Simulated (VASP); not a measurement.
# Si (Fd-3m) in VASP: single point with PBE

Aim: the single point of Si with PBE.

All numbers are computed with VASP 6.6.1; they aren't measurements. Logs are shortened: lines on timing, memory, paths and dates and some standing lists are left out, and cuts for length are marked.

### 1 The cell of the first run

It takes space group Fd-3m (No. 227, cubic). The conventional cell has a = 5.470 Å, b = 5.470 Å, c = 5.470 Å, α = 90.00°, β = 90.00°, γ = 90.00°. Si (site symmetry -43m) has 4 Si at 2.37 Å within 3.1 Å.

### 2 Single point, PBE

Contents of INCAR:

```
SYSTEM = Si
  PREC = Accurate
  ENCUT = 500
  EDIFF = 1E-6
  ISMEAR = 0
  SIGMA = 0.02
  LREAL = .False.
  LASPH = .True.
  NELM = 120
  ALGO = Normal
  ISIF = 2
  LWAVE = .False.
  LCHARG = .False.
  GGA = PE
  NBANDS = 11
  GGA_COMPAT = .False.
```

Contents of KPOINTS:

```
regular mesh
0
Gamma
  8 8 8
  0 0 0
```

Contents of POSCAR:

```
Si
1.0
    0.0000000000      2.7349661881      2.7349661881
    2.7349661881      0.0000000000      2.7349661881
    2.7349661881      2.7349661881      0.0000000000
Si
2
Direct
    0.0000000000      0.0000000000      0.0000000000
    0.2500000000      0.2500000000      0.2500000000
```

Potentials or basis: VASP PAW PBE potentials, release 64 (Si).

Command:

```
$ cat potpaw_PBE.64/Si/POTCAR > POTCAR
$ mpirun -np 1 vasp_std > vasp.out
```

OUTCAR:

```text
SYSTEM = Si
   PREC = Accurate
   ENCUT = 500
   EDIFF = 1E-6
   ISMEAR = 0
   LREAL = .False.
   LASPH = .True.
   NELM = 120
   ISIF = 2
   GGA = PE

 ion  position               nearest neighbor table
   1  0.000  0.000  0.000-   2 2.37   2 2.37   2 2.37   2 2.37
   2  0.250  0.250  0.250-   1 2.37   1 2.37   1 2.37   1 2.37

  LATTYP: Found a face centered cubic cell.
 ALAT       =     5.4699323762

  Lattice vectors:

 A1 = (   0.0000000000,   2.7349661881,   2.7349661881)
 A2 = (   2.7349661881,   0.0000000000,   2.7349661881)
 A3 = (   2.7349661881,   2.7349661881,   0.0000000000)

Analysis of symmetry for initial positions (statically):
=====================================================================
 Subroutine PRICEL returns:
 Original cell was already a primitive cell.

 Routine SETGRP: Setting up the symmetry group for a
 face centered cubic supercell.

 Subroutine GETGRP returns: Found 48 space group operations
 (whereof 24 operations were pure point group operations)
 out of a pool of 48 trial point group operations.

The static configuration has the point symmetry T_d .
 The point group associated with its full space group is O_h .

Analysis of symmetry for dynamics (positions and initial velocities):
=====================================================================
 Subroutine PRICEL returns:
 Original cell was already a primitive cell.

 Routine SETGRP: Setting up the symmetry group for a
 face centered cubic supercell.

 Subroutine GETGRP returns: Found 48 space group operations
 (whereof 24 operations were pure point group operations)
 out of a pool of 48 trial point group operations.

The dynamic configuration has the point symmetry T_d .
 The point group associated with its full space group is O_h .

 Subroutine INISYM returns: Found 48 space group operations
 (whereof 24 operations are pure point group operations),
 and found     1 'primitive' translations

----------------------------------------------------------------------------------------

                                     Primitive cell

  volume of cell :      40.9153

  direct lattice vectors                    reciprocal lattice vectors
     0.000000000  2.734966188  2.734966188    -0.182817617  0.182817617  0.182817617
     2.734966188  0.000000000  2.734966188     0.182817617 -0.182817617  0.182817617
     2.734966188  2.734966188  0.000000000     0.182817617  0.182817617 -0.182817617

  length of vectors
     3.867826276  3.867826276  3.867826276     0.316649400  0.316649400  0.316649400

  position of ions in fractional coordinates (direct lattice)
     0.000000000  0.000000000  0.000000000
     0.250000000  0.250000000  0.250000000

  ion indices of the primitive-cell ions
   primitive index   ion index
                 1           1
                 2           2

----------------------------------------------------------------------------------------

 KPOINTS: regular mesh

Automatic generation of k-mesh.
 Grid dimensions read from file:
 generate k-points for:    8    8    8

 Generating k-lattice:

  Cartesian coordinates                     Fractional coordinates (reciprocal lattice)
    -0.022852202  0.022852202  0.022852202     0.125000000  0.000000000  0.000000000
     0.022852202 -0.022852202  0.022852202     0.000000000  0.125000000  0.000000000
     0.022852202  0.022852202 -0.022852202     0.000000000  0.000000000  0.125000000

  Length of vectors
     0.039581175  0.039581175  0.039581175

  Shift w.r.t. Gamma in fractional coordinates (k-lattice)
     0.000000000  0.000000000  0.000000000

 Subroutine IBZKPT returns following result:
 ===========================================

 Found     29 irreducible k-points:

 Following reciprocal coordinates:
            Coordinates               Weight
  0.000000  0.000000  0.000000      1.000000
  0.125000  0.000000  0.000000      8.000000
  0.250000  0.000000  0.000000      8.000000
  0.375000  0.000000  0.000000      8.000000
  0.500000  0.000000  0.000000      4.000000
  0.125000  0.125000  0.000000      6.000000
[... 16 lines left out ...]
  0.500000  0.250000  0.125000     48.000000
 -0.375000  0.250000  0.125000     24.000000
 [... further k-points ...]
   k-points           NKPTS =     29   k-points in BZ     NKDIM =     29   number of bands    NBANDS=     11
   number of dos      NEDOS =    301   number of ions     NIONS =      2
   total plane-waves  NPLWV =  21952
   dimension x,y,z NGX =    28 NGY =   28 NGZ =   28
   dimension x,y,z NGXF=    56 NGYF=   56 NGZF=   56
   ions per type =               2
   NGX,Y,Z   is equivalent  to a cutoff of  12.03, 12.03, 12.03 a.u.
   NGXF,Y,Z  is equivalent  to a cutoff of  24.07, 24.07, 24.07 a.u.
 SYSTEM =  Si
   PREC   = accura    normal or accurate (medium, high low for compatibility)
   ISTART =      0    job   : 0-new  1-cont  2-samecut
   ICHARG =      2    charge: 1-file 2-atom 10-const
   ISPIN  =      1    spin polarized calculation?
   LNONCOLLINEAR =      F non collinear calculations
   LSORBIT =      F    spin-orbit coupling
   LASPH  =      T    aspherical Exc in radial PAW
   ENCUT  =  500.0 eV  36.75 Ry    6.06 a.u.   7.05  7.05  7.05*2*pi/ulx,y,z
   NELM   =    120;   NELMIN=  2; NELMDL= -5     # of ELM steps
   EDIFF  = 0.1E-05   stopping-criterion for ELM
   LREAL  =      F    real-space projection
   EDIFFG = 0.1E-04   stopping-criterion for IOM
   NSW    =      0    number of steps for IOM
   IBRION =     -1    ionic relax: 0-MD 1-quasi-New 2-CG
   NFREE  =      0    steps in history (QN), initial steepest desc. (CG)
   ISIF   =      2    stress and relaxation
   ISYM   =      2    0-nonsym 1-usesym 2-fastsym
   POTIM  = 0.5000    time-step for ionic-motion
   TEBEG  =    0.0;   TEEND  =   0.0 temperature during run
   PSTRESS=    0.0 pullay stress
   NELECT =       8.0000    total number of electrons
   NUPDOWN=      -1.0000    fix difference up-down
   EMIN   =  10.00;   EMAX   =-10.00  energy-range for DOS
   EFERMI =   0.00;   METHOD = LEGACY
   ISMEAR =     0;   SIGMA  =   0.02  broadening in eV -4-tet -1-fermi 0-gaus
   EFERMI_NEDOS =   21; number of points for ismear=-14 and -15
   IALGO  =     38    algorithm
   IMIX   =      4    mixing-type and parameters
     AMIX     =   0.40;   BMIX     =  1.00
     AMIX_MAG =   1.60;   BMIX_MAG =  1.00
  volume/ion in A,a.u.               =      20.46       138.06
  Fermi-wavevector in a.u.,A,eV,Ry     =   0.950188  1.795595 12.284118  0.902857
  Thomas-Fermi vector in A             =   2.078541
   LORBIT       =      0    0 simple, 1 ext, 2 COOP (PROOUT), +10 PAW based schemes
   GGA     = PE    functional components
   LHFCALC =     F    Hartree Fock is set to
   AEXX    =    0.0000 exact exchange contribution
   IVDW    =     0    specifies the selected vdW correction
   LEPSILON=     F    determine dielectric tensor
   LRPA    =     F    only Hartree local field effects (RPA)
 non-spin polarized calculation
 Gauss-broadening in eV      SIGMA  =   0.02
  energy-cutoff  :      500.00
  volume of cell :       40.92
 maximum number of plane-waves:      1056
   NGX = 15   NGY = 15   NGZ = 15

 number of electron       8.0000000 magnetization

 Free energy of the ion-electron system (eV)
  ---------------------------------------------------
  ext. energy  EPLUGINS =         0.00000000
  ---------------------------------------------------
  free energy    TOTEN  =       -10.84606451 eV

  energy without entropy =      -10.84606451  energy(sigma->0) =      -10.84606451

 E-fermi :   5.7215     XC(G=0):  -9.3240

 val. band max:        5.6107765617   @ k =   0.0000   0.0000   0.0000
 cond. band min:       6.2618096696   @ k =   0.3750   0.3750   0.0000
 fundamental gap:      0.6510331079
 Fermi energy:         5.7215000531

 k-point     1 :       0.0000    0.0000    0.0000
  band No.  band energies     occupation
      1      -6.1997      2.00000
      2       5.6108      2.00000
      3       5.6108      2.00000
      4       5.6108      2.00000
      5       8.1669      0.00000
      6       8.1669      0.00000
      7       8.1669      0.00000
      8       8.7372      0.00000
      9      13.3190      0.00000
     10      13.3190      0.00000
     11      13.4853      0.00000

 k-point     2 :       0.1250    0.0000    0.0000
  band No.  band energies     occupation
      1      -5.9993      2.00000
      2       4.0201      2.00000
      3       5.3285      2.00000
      4       5.3285      2.00000
      5       8.0516      0.00000
      6       8.5822      0.00000
      7       8.5822      0.00000
      8      10.1379      0.00000
      9      12.8464      0.00000
     10      12.8464      0.00000
     11      14.2607      0.00000

 k-point     3 :       0.2500    0.0000    0.0000
  band No.  band energies     occupation
      1      -5.4152      2.00000
      2       1.7256      2.00000
      3       4.8661      2.00000
      4       4.8661      2.00000
      5       7.5677      0.00000
      6       9.1000      0.00000
      7       9.1000      0.00000
      8      12.3565      0.00000
      9      12.7972      0.00000
     10      12.7972      0.00000
     11      14.5380      0.00000
[... 267 lines left out ...]
 k-point    23 :       0.5000    0.2500    0.1250
  band No.  band energies     occupation
      1      -4.0266      2.00000
      2      -0.1755      2.00000
      3       2.3565      2.00000
      4       3.7243      2.00000
      5       8.4745      0.00000
      6       9.1397      0.00000
      7      10.5871      0.00000
      8      11.4874      0.00000
      9      14.5389      0.00000
     10      15.2344      0.00000
     11      17.5103      0.00000

 k-point    24 :      -0.3750    0.2500    0.1250
  band No.  band energies     occupation
      1      -3.3929      2.00000
      2      -1.0943      2.00000
      3       2.2250      2.00000
      4       3.5015      2.00000
      5       8.6331      0.00000
      6       8.7573      0.00000
      7      11.4557      0.00000
      8      12.6754      0.00000
      9      12.9153      0.00000
     10      16.1164      0.00000
     11      17.1598      0.00000

 [... further k-points ...]

------------------------ aborting loop because EDIFF is reached ----------------------------------------

  FORCE on cell =-STRESS in cart. coord.  units (eV):
  Direction    XX          YY          ZZ          XY          YZ          ZX
  --------------------------------------------------------------------------------------
  -------------------------------------------------------------------------------------
  Total       -0.0145981     -0.0145981     -0.0145981      0.0000000     -0.0000000      0.0000000
  in kB       -0.5716392     -0.5716392     -0.5716392      0.0000000     -0.0000000      0.0000000
  external PRESSURE =      -0.5716392 kB  Pullay stress =       0.0000000 kB

 VOLUME and BASIS-vectors are now :
 -----------------------------------------------------------------------------
  energy-cutoff  :      500.00
  volume of cell :       40.92
      direct lattice vectors                 reciprocal lattice vectors
     0.000000000  2.734966188  2.734966188    -0.182817617  0.182817617  0.182817617
     2.734966188  0.000000000  2.734966188     0.182817617 -0.182817617  0.182817617
     2.734966188  2.734966188  0.000000000     0.182817617  0.182817617 -0.182817617

 POSITION                                       TOTAL-FORCE (eV/Angst)
 -----------------------------------------------------------------------------------
      0.00000      0.00000      0.00000        -0.000000     -0.000000      0.000000
      1.36748      1.36748      1.36748         0.000000      0.000000     -0.000000
 -----------------------------------------------------------------------------------
    total drift:                                0.000000      0.000000     -0.000000

  FREE ENERGIE OF THE ION-ELECTRON SYSTEM (eV)
  ---------------------------------------------------
  free  energy   TOTEN  =       -10.8460645102 eV

  energy  without entropy=      -10.8460645102  energy(sigma->0) =      -10.84606451
```

It took 16 s on 1 thread of Intel Xeon 8259CL, shared host; peak memory 0.15 GiB.

Results:

```yaml
Free_energy: -10.8461 eV
Pressure: -0.1 GPa
Band_gap_on_the_k_mesh: 0.65 eV, indirect (least direct gap 2.56 eV)
```

Levels at points of the mesh, in eV from the valence-band top:
| k point | band 1 | band 2 | band 3 | band 4 | band 5 | band 6 | band 7 | band 8 | band 9 |
| --- | --- | --- | --- | --- | --- | --- | --- | --- | --- |
| (0.00, 0.00, 0.00) | -11.81 | 0.00 | 0.00 | 0.00 | 2.56 | 2.56 | 2.56 | 3.13 | 7.71 |
| (0.50, 0.00, 0.00) | -9.53 | -6.87 | -1.18 | -1.18 | 1.46 | 3.35 | 3.35 | 7.70 | 10.49 |
| (0.50, 0.50, 0.00) | -7.74 | -7.74 | -2.79 | -2.79 | 0.75 | 0.75 | 9.93 | 9.93 | 10.90 |

A k mesh can miss the band edges. As with any semilocal functional, this PBE gap is likely too small.
